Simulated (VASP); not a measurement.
# Na (Im-3m) in VASP: further runs, part 2 of 2

VASP 6.6.1.

### 3 Relaxation of cell and atoms, r2SCAN

This run uses another cell than the first one, of 39.26 Å³/atom.

Input file POSCAR:

```
Na
1.0
   -2.1410000000      2.1410000000      2.1410000000
    2.1410000000     -2.1410000000      2.1410000000
    2.1410000000      2.1410000000     -2.1410000000
Na
1
Direct
    0.0000000000      0.0000000000      0.0000000000
```

Input file INCAR.step1:

```
ALGO = Normal
EDIFF = 1E-4
ENCUT = 600
GGA = PE
ISMEAR = -1
LASPH = T
LCHARG = F
LREAL = F
LWAVE = T
NELM = 60
PREC = Accurate
SIGMA = 0.1
```

Input file INCAR.step2:

```
ALGO = Normal
EDIFF = 1E-6
EDIFFG = -0.002
ENCUT = 600
IBRION = 2
ISIF = 3
ISMEAR = -1
ISTART = 1
LASPH = T
LCHARG = F
LMIXTAU = T
LREAL = F
LWAVE = F
METAGGA = R2SCAN
NELM = 60
NSW = 100
PREC = Accurate
SIGMA = 0.1
```

Input file KPOINTS:

```
k-points
0
Gamma
  10 10 10
```

Potentials or basis: VASP PAW PBE potentials, release 64 (Na_pv).

Command:

```sh
$ cat potpaw_PBE.64/Na_pv/POTCAR > POTCAR
$ cp INCAR.step1 INCAR
$ mpirun -np 1 vasp_std > vasp.out
$ cp INCAR.step2 INCAR
$ mpirun -np 1 vasp_std > vasp.out
```

OUTCAR:

```text
EDIFF = 1E-6
   EDIFFG = -0.002
   ENCUT = 600
   IBRION = 2
   ISIF = 3
   ISMEAR = -1
   ISTART = 1
   LASPH = T
   LREAL = F
   METAGGA = R2SCAN
   NELM = 60
   NSW = 100
   PREC = Accurate

 ion  position               nearest neighbor table
   1  0.000  0.000  0.000-

  LATTYP: Found a body centered cubic cell.
 ALAT       =     4.2820000000

  Lattice vectors:

 A1 = (  -2.1410000000,   2.1410000000,   2.1410000000)
 A2 = (   2.1410000000,  -2.1410000000,   2.1410000000)
 A3 = (   2.1410000000,   2.1410000000,  -2.1410000000)

Analysis of symmetry for initial positions (statically):
=====================================================================
 Subroutine PRICEL returns:
 Original cell was already a primitive cell.

 Routine SETGRP: Setting up the symmetry group for a
 body centered cubic supercell.

 Subroutine GETGRP returns: Found 48 space group operations
 (whereof 48 operations were pure point group operations)
 out of a pool of 48 trial point group operations.

The static configuration has the point symmetry O_h .

Analysis of symmetry for dynamics (positions and initial velocities):
=====================================================================
 Subroutine PRICEL returns:
 Original cell was already a primitive cell.

 Routine SETGRP: Setting up the symmetry group for a
 body centered cubic supercell.

 Subroutine GETGRP returns: Found 48 space group operations
 (whereof 48 operations were pure point group operations)
 out of a pool of 48 trial point group operations.

The dynamic configuration has the point symmetry O_h .

 Subroutine INISYM returns: Found 48 space group operations
 (whereof 48 operations are pure point group operations),
 and found     1 'primitive' translations

----------------------------------------------------------------------------------------

                                     Primitive cell

  volume of cell :      39.2564

  direct lattice vectors                    reciprocal lattice vectors
    -2.141000000  2.141000000  2.141000000     0.000000000  0.233535731  0.233535731
     2.141000000 -2.141000000  2.141000000     0.233535731  0.000000000  0.233535731
     2.141000000  2.141000000 -2.141000000     0.233535731  0.233535731  0.000000000

  length of vectors
     3.708320779  3.708320779  3.708320779     0.330269398  0.330269398  0.330269398

  position of ions in fractional coordinates (direct lattice)
     0.000000000  0.000000000  0.000000000

  ion indices of the primitive-cell ions
   primitive index   ion index
                 1           1

----------------------------------------------------------------------------------------

 KPOINTS: k-points

Automatic generation of k-mesh.
 Grid dimensions read from file:
 generate k-points for:   10   10   10

 Generating k-lattice:

  Cartesian coordinates                     Fractional coordinates (reciprocal lattice)
[... 41 lines left out ...]
 [... further k-points ...]
   k-points           NKPTS =     47   k-points in BZ     NKDIM =     47   number of bands    NBANDS=      7
   number of dos      NEDOS =    301   number of ions     NIONS =      1
   total plane-waves  NPLWV =  27000
   dimension x,y,z NGX =    30 NGY =   30 NGZ =   30
   dimension x,y,z NGXF=    60 NGYF=   60 NGZF=   60
   ions per type =               1
   NGX,Y,Z   is equivalent  to a cutoff of  13.45, 13.45, 13.45 a.u.
   NGXF,Y,Z  is equivalent  to a cutoff of  26.90, 26.90, 26.90 a.u.
 SYSTEM =  unknown system
   PREC   = accura    normal or accurate (medium, high low for compatibility)
   ISTART =      1    job   : 0-new  1-cont  2-samecut
   ICHARG =      0    charge: 1-file 2-atom 10-const
   ISPIN  =      1    spin polarized calculation?
   LNONCOLLINEAR =      F non collinear calculations
   LSORBIT =      F    spin-orbit coupling
   LASPH  =      T    aspherical Exc in radial PAW
   ENCUT  =  600.0 eV  44.10 Ry    6.64 a.u.   7.41  7.41  7.41*2*pi/ulx,y,z
   NELM   =     60;   NELMIN=  2; NELMDL=  0     # of ELM steps
   EDIFF  = 0.1E-05   stopping-criterion for ELM
   LREAL  =      F    real-space projection
   EDIFFG = -.2E-02   stopping-criterion for IOM
   NSW    =    100    number of steps for IOM
   IBRION =      2    ionic relax: 0-MD 1-quasi-New 2-CG
   NFREE  =      1    steps in history (QN), initial steepest desc. (CG)
   ISIF   =      3    stress and relaxation
   ISYM   =      2    0-nonsym 1-usesym 2-fastsym
   POTIM  = 0.5000    time-step for ionic-motion
   TEBEG  =    0.0;   TEEND  =   0.0 temperature during run
   PSTRESS=    0.0 pullay stress
   NELECT =       7.0000    total number of electrons
   NUPDOWN=      -1.0000    fix difference up-down
   EMIN   =  10.00;   EMAX   =-10.00  energy-range for DOS
   EFERMI =   0.00;   METHOD = LEGACY
   ISMEAR =    -1;   SIGMA  =   0.10  broadening in eV -4-tet -1-fermi 0-gaus
   EFERMI_NEDOS =   21; number of points for ismear=-14 and -15
   IALGO  =     38    algorithm
   IMIX   =      4    mixing-type and parameters
     AMIX     =   0.40;   BMIX     =  1.00
     AMIX_MAG =   1.60;   BMIX_MAG =  1.00
  volume/ion in A,a.u.               =      39.26       264.91
  Fermi-wavevector in a.u.,A,eV,Ry     =   0.921448  1.741284 11.552251  0.849066
  Thomas-Fermi vector in A             =   2.046866
   LORBIT       =      0    0 simple, 1 ext, 2 COOP (PROOUT), +10 PAW based schemes
   METAGGA = R2SCAN    functional components
   LHFCALC =     F    Hartree Fock is set to
   AEXX    =    0.0000 exact exchange contribution
   IVDW    =     0    specifies the selected vdW correction
   LEPSILON=     F    determine dielectric tensor
   LRPA    =     F    only Hartree local field effects (RPA)
 conjugate gradient relaxation of ions
 non-spin polarized calculation
  energy-cutoff  :      600.00
  volume of cell :       39.26
 maximum number of plane-waves:      1329
 NGX is ok and might be reduce to    30
   NGX = 15   NGY = 15   NGZ = 15

--------------------------------------- Ionic step        1  -------------------------------------------

 number of electron       7.0000007 magnetization

 Free energy of the ion-electron system (eV)
  ---------------------------------------------------
  ext. energy  EPLUGINS =         0.00000000
  ---------------------------------------------------
  free energy    TOTEN  =        -3.55762957 eV

  energy without entropy =       -3.53962516  energy(sigma->0) =       -3.54862736

------------------------ aborting loop because EDIFF is reached ----------------------------------------

  FORCE on cell =-STRESS in cart. coord.  units (eV):
  Direction    XX          YY          ZZ          XY          YZ          ZX
  --------------------------------------------------------------------------------------
  -------------------------------------------------------------------------------------
  Total       -0.0624982     -0.0624982     -0.0624982     -0.0000000      0.0000000     -0.0000000
  in kB       -2.5507525     -2.5507525     -2.5507525     -0.0000000      0.0000000     -0.0000000
  external PRESSURE =      -2.5507525 kB  Pullay stress =       0.0000000 kB
[... 162 lines left out ...]
--------------------------------------- Ionic step        6  -------------------------------------------

 number of electron       7.0000000 magnetization

 Free energy of the ion-electron system (eV)
  ---------------------------------------------------
  ext. energy  EPLUGINS =         0.00000000
  ---------------------------------------------------
  free energy    TOTEN  =        -3.55865068 eV

  energy without entropy =       -3.54087468  energy(sigma->0) =       -3.54976268

 E-fermi :   0.2605     XC(G=0):  -6.8450

 val. band max:        0.2453910117   @ k =  -0.3000   0.4000   0.2000
 cond. band min:       0.4151024131   @ k =  -0.4000   0.4000   0.2000
 fundamental gap:      0.1697114014
 Fermi energy:         0.2604936824

 k-point     1 :       0.0000    0.0000    0.0000
  band No.  band energies     occupation
      1     -25.7618      2.00000
      2     -25.7618      2.00000
      3     -25.7615      2.00000
      4      -3.1600      2.00000
      5      12.5219      0.00000
      6      12.5224      0.00000
      7      12.5224      0.00000
[... 221 lines left out ...]
 k-point    24 :      -0.3000    0.3000    0.1000
  band No.  band energies     occupation
      1     -25.7830      2.00000
      2     -25.7701      2.00000
      3     -25.7641      2.00000
      4      -1.3401      2.00000
      5       5.5842      0.00000
      6       8.5630      0.00000
      7       9.6478      0.00000

 [... further k-points ...]

------------------------ aborting loop because EDIFF is reached ----------------------------------------

  FORCE on cell =-STRESS in cart. coord.  units (eV):
  Direction    XX          YY          ZZ          XY          YZ          ZX
  --------------------------------------------------------------------------------------
  -------------------------------------------------------------------------------------
  Total        0.0016048      0.0016048      0.0016048      0.0000000      0.0000000     -0.0000000
  in kB        0.0675507      0.0675507      0.0675507      0.0000000      0.0000000     -0.0000000
  external PRESSURE =       0.0675507 kB  Pullay stress =       0.0000000 kB
[... 16 lines left out ...]
  FREE ENERGIE OF THE ION-ELECTRON SYSTEM (eV)
  ---------------------------------------------------
  free  energy   TOTEN  =        -3.5586506814 eV

  energy  without entropy=       -3.5408746750  energy(sigma->0) =       -3.54976268

 reached required accuracy - stopping structural energy minimisation
```

OUTCAR.step1:

```text
EDIFF = 1E-4
   ENCUT = 600
   GGA = PE
   ISMEAR = -1
   LASPH = T
   LREAL = F
[... 454 lines left out ...]

 POSITION                                       TOTAL-FORCE (eV/Angst)
 -----------------------------------------------------------------------------------
      0.00000      0.00000      0.00000         0.000000      0.000000     -0.000000
 -----------------------------------------------------------------------------------
    total drift:                               -0.000000     -0.000000      0.000000

  FREE ENERGIE OF THE ION-ELECTRON SYSTEM (eV)
  ---------------------------------------------------
  free  energy   TOTEN  =        -1.3134576351 eV

  energy  without entropy=       -1.2947467032  energy(sigma->0) =       -1.30410217
```

OSZICAR.step1:

```text
N       E                     dE             d eps       ncg     rms          rms(c)
DAV:   1     0.211078442524E+02    0.21108E+02   -0.39534E+03   658   0.872E+02
DAV:   2    -0.885851765919E+00   -0.21994E+02   -0.21989E+02   693   0.141E+02
DAV:   3    -0.131057065159E+01   -0.42472E+00   -0.42472E+00   861   0.284E+01
DAV:   4    -0.131385796127E+01   -0.32873E-02   -0.32873E-02   805   0.226E+00
DAV:   5    -0.131390790893E+01   -0.49948E-04   -0.49948E-04   798   0.243E-01    0.202E-01
DAV:   6    -0.131364173220E+01    0.26618E-03   -0.54180E-04   763   0.375E-01    0.137E-01
DAV:   7    -0.131346630899E+01    0.17542E-03   -0.11571E-03   700   0.464E-01    0.158E-02
DAV:   8    -0.131345763506E+01    0.86739E-05   -0.52110E-05   371   0.166E-01
   1 F= -.13134576E+01 E0= -.13041022E+01  d E =-.187109E-01
```

Wall time 6.3 min (1 thread of Intel Xeon 8259CL, shared host); peak memory 0.17 GiB.

What came out:

| Quantity | Value |
| --- | --- |
| Free energy | -3.5587 eV |
| Relaxed volume | 38.06 Å³/atom |
| Relaxed cell | a = 3.670 Å, b = 3.670 Å, c = 3.670 Å, α = 109.47°, β = 109.47°, γ = 109.47° |
| Space group after relaxing (to 0.1 Å) | Im-3m (No. 229) |
| Energy gained by relaxing | 1.0 meV/atom |
| Ionic steps | 6 |
| Pressure after relaxing | 0.0 GPa |
| Band gap on the k mesh | zero (an odd number of electrons rules out a gap without spin polarisation) |

Step by step:
| step | energy change (eV) | largest force (eV/Å) | pressure (GPa) | volume (Å³) |
| --- | --- | --- | --- | --- |
| 1 | 0.0000 | 0.0000 | -0.26 | 39.26 |
| 2 | -0.0005 | 0.0000 | -0.15 | 38.90 |
| 3 | -0.0007 | 0.0000 | -0.12 | 38.77 |
| 4 | -0.0009 | 0.0000 | -0.06 | 38.51 |
| 5 | -0.0010 | 0.0000 | 0.01 | 37.98 |
| 6 | -0.0010 | 0.0000 | 0.01 | 38.06 |

Final structure:
```xyz
1
Lattice="-2.1191 2.1191 2.1191 2.1191 -2.1191 2.1191 2.1191 2.1191 -2.1191" Properties=species:S:1:pos:R:3 pbc="T T T"
Na    0.0000    0.0000    0.0000
```

Caveat: the PAW data sets were made with another functional, which shifts forces and pressure a little.

The gap in the log of VASP goes by the Fermi energy; the results here count the filled bands.